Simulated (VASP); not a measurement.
# MoS2 (Fm-3m) in VASP: settings compared, part 2 of 2

VASP 6.6.1. Earlier steps stand in the parts before.

### 5 Single point, PBE-based screened hybrid with 30 % exact exchange

The input, POSCAR:

```
MoS2
1.0
    0.0000000000      2.9323968606      2.9323968606
    2.9323968606      0.0000000000      2.9323968606
    2.9323968606      2.9323968606      0.0000000000
Mo S
1 2
Direct
    0.0000000000      0.0000000000      0.0000000000
    0.2500000000      0.2500000000      0.2500000000
    0.7500000000      0.7500000000      0.7500000000
```

The input, INCAR.step1:

```
SYSTEM = MoS2
PREC = Accurate ; ENCUT = 520
EDIFF = 1E-5 ; ISMEAR = -1
SIGMA = 0.02 ; LREAL = .False.
LASPH = .True. ; NELM = 60
ALGO = Normal ; ISIF = 2
LWAVE = .True. ; LCHARG = .False.
GGA = PE ; NBANDS = 20
```

The input, INCAR.step2:

```
SYSTEM = MoS2
PREC = Accurate ; ENCUT = 520
EDIFF = 1E-6 ; ISMEAR = -1
SIGMA = 0.02 ; LREAL = .False.
LASPH = .True. ; NELM = 60
ALGO = Normal ; ISIF = 2
LWAVE = .False. ; LCHARG = .False.
GGA = PE ; LHFCALC = .True.
AEXX = 0.3 ; HFSCREEN = 0.3
PRECFOCK = Normal ; ISTART = 1
NBANDS = 20
```

The input, KPOINTS:

```
regular mesh
0
Gamma
  4 4 4
  0 0 0
```

Potentials or basis: VASP PAW PBE potentials, release 64 (Mo_sv, S).

On the command line:

```bash
> cat potpaw_PBE.64/Mo_sv/POTCAR potpaw_PBE.64/S/POTCAR > POTCAR
> cp INCAR.step1 INCAR
> mpirun -np 1 vasp_std > vasp.out
> cp INCAR.step2 INCAR
> mpirun -np 1 vasp_std > vasp.out
```

OUTCAR:

```text
SYSTEM = MoS2
   PREC = Accurate
   ENCUT = 520
   EDIFF = 1E-6
   ISMEAR = -1
   LREAL = .False.
   LASPH = .True.
   NELM = 60
   ISIF = 2
   GGA = PE
   LHFCALC = .True.
   AEXX = 0.3
   HFSCREEN = 0.3
   PRECFOCK = Normal
   ISTART = 1

 ion  position               nearest neighbor table
   1  0.000  0.000  0.000-   3 2.54   3 2.54   3 2.54   2 2.54   3 2.54   2 2.54   2 2.54   2 2.54

   2  0.250  0.250  0.250-   1 2.54   1 2.54   1 2.54   1 2.54
   3  0.750  0.750  0.750-   1 2.54   1 2.54   1 2.54   1 2.54

  LATTYP: Found a face centered cubic cell.
 ALAT       =     5.8647937212

  Lattice vectors:

 A1 = (   0.0000000000,   2.9323968606,   2.9323968606)
 A2 = (   2.9323968606,   0.0000000000,   2.9323968606)
 A3 = (   2.9323968606,   2.9323968606,   0.0000000000)

Analysis of symmetry for initial positions (statically):
=====================================================================
 Subroutine PRICEL returns:
 Original cell was already a primitive cell.

 Routine SETGRP: Setting up the symmetry group for a
 face centered cubic supercell.

 Subroutine GETGRP returns: Found 48 space group operations
 (whereof 48 operations were pure point group operations)
 out of a pool of 48 trial point group operations.

The static configuration has the point symmetry O_h .

Analysis of symmetry for dynamics (positions and initial velocities):
=====================================================================
 Subroutine PRICEL returns:
 Original cell was already a primitive cell.

 Routine SETGRP: Setting up the symmetry group for a
 face centered cubic supercell.

 Subroutine GETGRP returns: Found 48 space group operations
 (whereof 48 operations were pure point group operations)
 out of a pool of 48 trial point group operations.

The dynamic configuration has the point symmetry O_h .

 Subroutine INISYM returns: Found 48 space group operations
 (whereof 48 operations are pure point group operations),
 and found     1 'primitive' translations

[... 104 lines left out ...]
   GGA     = PE    functional components
   LHFCALC =     T    Hartree Fock is set to
   PRECFOCK=normal    Normal, Fast or Accurate (Low or Medium for compatibility)
   ENCUT4O =  -1.0   cutoff for four orbital integrals eV
   NKREDX  =     1    reduce k-point grid by
   NKREDY  =     1    reduce k-point grid by
   NKREDZ  =     1    reduce k-point grid by
   AEXX    =    0.3000 exact exchange contribution
   HFSCREEN=    0.3000 screening length (either q_TF or 0.3 A-1)
   HFSCREENC=   0.3000 screening length for correlation (either q_TF or 0.3 A-1)
   ENCUTFOCK=  -1.0 apply spherical cutoff to Coloumb kernel
   IVDW    =     0    specifies the selected vdW correction
   LEPSILON=     F    determine dielectric tensor
   LRPA    =     F    only Hartree local field effects (RPA)
 non-spin polarized calculation
  energy-cutoff  :      520.00
  volume of cell :       50.43
 maximum number of plane-waves:      1380
 NGX is ok and might be reduce to    32
  NGX = 24; NGY = 24; NGZ = 24

 number of electron      25.9999997 magnetization

 Free energy of the ion-electron system (eV)
  ---------------------------------------------------
  ext. energy  EPLUGINS =         0.00000000
  ---------------------------------------------------
  free energy    TOTEN  =       -23.38461612 eV

  energy without entropy =      -23.37370629  energy(sigma->0) =      -23.37916120

 E-fermi :   8.2026     XC(G=0):  -9.0569

 val. band max:        8.1969662697   @ k =   0.2500   0.2500   0.0000
 cond. band min:       8.2262679561   @ k =   0.5000   0.2500   0.0000
 fundamental gap:      0.0293016865
 Fermi energy:         8.2026165422

 k-point     1 :       0.0000    0.0000    0.0000
  band No.  band energies     occupation
      1     -57.5479      2.00000
      2     -29.9525      2.00000
      3     -29.9525      2.00000
      4     -29.9525      2.00000
      5      -9.2256      2.00000
      6      -4.1311      2.00000
[... 173 lines left out ...]
     19      15.8821      0.00000
     20      18.1255      0.00000

------------------------ aborting loop because EDIFF is reached ----------------------------------------

  FORCE on cell =-STRESS in cart. coord.  units (eV):
  Direction    XX          YY          ZZ          XY          YZ          ZX
  --------------------------------------------------------------------------------------
  -------------------------------------------------------------------------------------
  Total       -1.5873238     -1.5873238     -1.5873238     -0.0000000      0.0000000      0.0000000
  in kB      -50.4287136    -50.4287136    -50.4287136     -0.0000000      0.0000000      0.0000000
  external PRESSURE =     -50.4287136 kB  Pullay stress =       0.0000000 kB

 VOLUME and BASIS-vectors are now :
 -----------------------------------------------------------------------------
  energy-cutoff  :      520.00
  volume of cell :       50.43
      direct lattice vectors                 reciprocal lattice vectors
     0.000000000  2.932396861  2.932396861    -0.170508981  0.170508981  0.170508981
     2.932396861  0.000000000  2.932396861     0.170508981 -0.170508981  0.170508981
     2.932396861  2.932396861  0.000000000     0.170508981  0.170508981 -0.170508981

 POSITION                                       TOTAL-FORCE (eV/Angst)
 -----------------------------------------------------------------------------------
      0.00000      0.00000      0.00000         0.000000      0.000000      0.000000
      1.46620      1.46620      1.46620        -0.000000     -0.000000     -0.000000
      4.39860      4.39860      4.39860         0.000000      0.000000      0.000000
 -----------------------------------------------------------------------------------
    total drift:                                0.000000      0.000000      0.000000

  FREE ENERGIE OF THE ION-ELECTRON SYSTEM (eV)
  ---------------------------------------------------
  free  energy   TOTEN  =       -23.3846161159 eV

  energy  without entropy=      -23.3737062880  energy(sigma->0) =      -23.37916120
```

OSZICAR.step1:

```text
N       E                     dE             d eps       ncg     rms          rms(c)
DAV:   1     0.179170431809E+03    0.17917E+03   -0.13691E+04   320   0.125E+03
DAV:   2    -0.123433862464E+02   -0.19151E+03   -0.18658E+03   376   0.317E+02
DAV:   3    -0.209977262424E+02   -0.86543E+01   -0.84194E+01   416   0.592E+01
DAV:   4    -0.211187984384E+02   -0.12107E+00   -0.12093E+00   364   0.707E+00
DAV:   5    -0.211209397452E+02   -0.21413E-02   -0.21411E-02   388   0.924E-01    0.192E+01
DAV:   6    -0.206195596949E+02    0.50138E+00   -0.25722E+01   320   0.214E+01    0.990E+00
DAV:   7    -0.196585188102E+02    0.96104E+00   -0.66011E+00   328   0.129E+01    0.631E+00
DAV:   8    -0.196479330320E+02    0.10586E-01   -0.16356E-01   352   0.259E+00    0.114E+00
DAV:   9    -0.196459919562E+02    0.19411E-02   -0.92397E-03   344   0.517E-01    0.336E-01
DAV:  10    -0.196460694465E+02   -0.77490E-04   -0.26051E-03   356   0.261E-01    0.538E-02
DAV:  11    -0.196461274005E+02   -0.57954E-04   -0.79349E-05   396   0.498E-02    0.297E-02
DAV:  12    -0.196461480321E+02   -0.20632E-04   -0.33711E-05   312   0.299E-02    0.128E-02
DAV:  13    -0.196461496311E+02   -0.15989E-05   -0.28970E-06   244   0.101E-02
   1 F= -.19646150E+02 E0= -.19640023E+02  d E =-.122526E-01
```

Run time: 22 min. Hardware: 1 thread of AMD EPYC 7R43 (Zen 3), shared host; peak memory 0.24 GiB.

What came out:

* Free energy: -23.3846 eV
* Pressure: -5.0 GPa
* Band gap on the k mesh: zero (bands 13 and 14 overlap by 1.17 eV)

Caveat: the k points lie up to 0.46 Å⁻¹ apart, too coarse for converged energies and pressures of a metal; the PAW data sets were made with another functional, which shifts forces and pressure a little.

### 6 Overview

```tsv
level	k mesh	smearing	grid for exact exchange (PRECFOCK)	share of exact exchange	screening parameter	gap on the mesh (eV)	pressure (GPa)
PBEsol	6 × 6 × 6	fermi-dirac 0.02 eV	-	-	-	none	-4.5
PBEsol	6 × 6 × 6	fermi-dirac 0.2 eV	-	-	-	none	-3.6
HSE06	4 × 4 × 4	fermi-dirac 0.02 eV	Normal	0.25	0.2079 1/Å	none	-4.8
PBE-based screened hybrid with 30 % exact exchange	4 × 4 × 4	fermi-dirac 0.02 eV	Normal	0.3	0.3 1/Å	none	-5.0
```

Alike in all rows: task single point; potentials or basis VASP PAW PBE potentials, release 64 (Mo_sv, S); no spin polarisation; cell as given; cutoff (eV) 520.

Caveats: some runs use coarse meshes; the PAW data sets were made with another functional, which shifts forces and pressure a little; the cell stands under tension (at least some runs).

Total energies depend on the potentials used, so only differences within one code and one set of settings carry meaning.
